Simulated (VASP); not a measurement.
Set up this calculation in VASP 6.6.1, as the native input.

| Property | Result |
| --- | --- |
| Task | single point |
| Functional | PBE |
| Potentials or basis | VASP PAW PBE potentials, release 64 (Hf_pv) |
| Cutoff | 520 eV |
| k mesh | 19 × 19 × 10 |
| Occupations | fermi-dirac, width 0.1 eV |
| Spin | no spin polarisation |
| Dipole correction | no |
| Further INCAR settings | ALGO = Normal; EDIFF = 1e-07; NBANDS = 17 |

The structure of Hf lies in POSCAR:

```
Hf
1.0
    3.2045059552      0.0000000000      0.0000000000
   -1.6022529776      2.7751835638      0.0000000000
    0.0000000000      0.0000000000      5.0738215932
Hf
2
Direct
    0.3333333333      0.6666666667      0.2500000000
    0.6666666667      0.3333333333      0.7500000000
```

The input as run:

INCAR

```
  PREC = Accurate
  ENCUT = 520
  EDIFF = 1E-7
  ISMEAR = -1
  SIGMA = 0.1
  LREAL = F
  LASPH = T
  NELM = 100
  ALGO = Normal
  ISIF = 2
  LWAVE = F
  LCHARG = F
  GGA = PE
  NBANDS = 17
```

KPOINTS

```
Automatic mesh
0
Gamma
  19 19 10
```

Potentials or basis: VASP PAW PBE potentials, release 64 (Hf_pv).

Launch:

```bash
$ cat potpaw_PBE.64/Hf_pv/POTCAR > POTCAR
$ mpirun -np 1 vasp_std > vasp.out
```

Results of the run:

| Property | Result |
| --- | --- |
| Pressure | -0.5 GPa |
| Band gap on the k mesh | zero (bands 10 and 11 overlap by 1.62 eV) |

Caveat: spin-orbit coupling is left out, which moves the levels of the heavy elements.

Run time: 67 s on 1 thread of Intel(R) Xeon(R) Platinum 8488C (Sapphire Rapids), with other jobs on the host, peak memory 0.27 GiB.
